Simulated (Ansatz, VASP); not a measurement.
**One calculation of Sb, two programs**

```xyz
1
Lattice="-1.8713 1.8713 1.8713 1.8713 -1.8713 1.8713 1.8713 1.8713 -1.8713" Properties=species:S:1:pos:R:3 pbc="T T T"
Sb    0.0000    0.0000    0.0000
```

Alike in both runs: task relaxation of cell and atoms; functional HF; k mesh 5 × 5 × 5; occupations fermi-dirac, width 0.05 eV; no spin polarisation.

|  | VASP | Ansatz |
| --- | --- | --- |
| version | VASP 6.6.1 | Ansatz 0.2.0 |
| potentials or method | VASP PAW PBE potentials, release 64 (Sb) | Ansatz PAW |
| plane-wave cutoff (eV) | 600 | 420 |
| valence electrons in the cell | 5 | 15 |

```tsv
	VASP	Ansatz	Ansatz less VASP
gap on the k mesh at the Fermi level, each at its own relaxed structure (eV)	none	none	-
relaxed volume (Å³/atom)	16.57	27.99	+11.427
relaxed cell length with the largest relative difference (Å)	2.782	3.313	+0.5315
```

VASP's potentials were made for PBE, not for HF. A gap of «none» marks a metal or a gap that the smearing closes. One of these differences is far larger than is usual between the two programs; its cause wasn't traced. VASP's potentials hold 5 valence electrons a cell and Ansatz's 15, so a difference there can come from the potentials and not from the codes.

The k mesh is coarse, so the values compare programs but aren't converged. Neither program's run includes spin-orbit coupling. Noted on VASP's run: the volume moved by over 15 % at a fixed basis, so the end points are rough. Noted on Ansatz's run: the plane-wave basis is chosen anew once the cell has moved, so the energies of steps on either side of that aren't comparable.
